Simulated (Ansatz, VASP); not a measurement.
**Pd: VASP beside Ansatz**

The input INCAR:

```
PREC = Accurate
ENCUT = 600
EDIFF = 1E-6
ISMEAR = 0
SIGMA = 0.1
LREAL = F
LASPH = T
NELM = 60
ALGO = Normal
ISIF = 3
LWAVE = F
LCHARG = F
GGA = PS
IBRION = 2
NSW = 100
EDIFFG = -0.002
```

File KPOINTS:

```
Automatic mesh
0
Gamma
  18 18 18
```

File POSCAR:

```
Pd
1.0
    0.0000000000      1.9586507900      1.9586507900
    1.9586507900      0.0000000000      1.9586507900
    1.9586507900      1.9586507900      0.0000000000
Pd
1
Direct
    0.0000000000      0.0000000000      0.0000000000
```

Input for Ansatz:

```yaml
crystal:
  lattice:
    - [0.0, 1.95865079, 1.95865079]
    - [1.95865079, 0.0, 1.95865079]
    - [1.95865079, 1.95865079, 0.0]
  atoms:
    - { symbol: Pd, position: [0.0, 0.0, 0.0] }
basis:
  ecutwfc: 420
kpoints:
  mp_grid: { grid: [18, 18, 18] }
hamiltonian:
  xc: pbesol
  pseudopotentials: { kind: paw, azcp: { folder: soft_1 } }
scf:
  occupations: { method: gaussian, width: 0.1 }
output:
  forces: true
  stress: true
  eigenvalues: true
  write_density: true
  write_potential: true
  elf: true
  volumetric_format: npy
relax:
  adjacent_minimum: "off"
  f_tol: 0.002
  max_steps: 80
  cell: { stress_tol: 0.02 }
```

Alike in both runs: task relaxation of cell and atoms; functional PBEsol; k mesh 18 × 18 × 18; occupations gaussian, width 0.1 eV; no spin polarisation.

|  | VASP | Ansatz |
| --- | --- | --- |
| version | VASP 6.6.1 | Ansatz 0.2.0 |
| potentials or method | VASP PAW PBE potentials, release 64 (Pd), cutoff 600 eV | scalar-relativistic, plane waves, PAW |
| valence electrons in the cell | 10 | 18 |

```tsv
	VASP	Ansatz	Ansatz less VASP
gap on the k mesh at the Fermi level, each at its own relaxed structure (eV)	none	none	-
relaxed volume (Å³/atom)	14.52	14.54	+0.022
relaxed length of the cell vector where the two differ most in proportion (Å)	2.738	2.740	+0.0014
```

VASP's potentials were made for PBE, not for PBEsol, and Ansatz warns of the same on its side. A gap of «none» marks a metal or a gap that the smearing closes. VASP's potentials hold 10 valence electrons a cell and Ansatz's 18, so a difference there can come from the potentials and not from the codes.
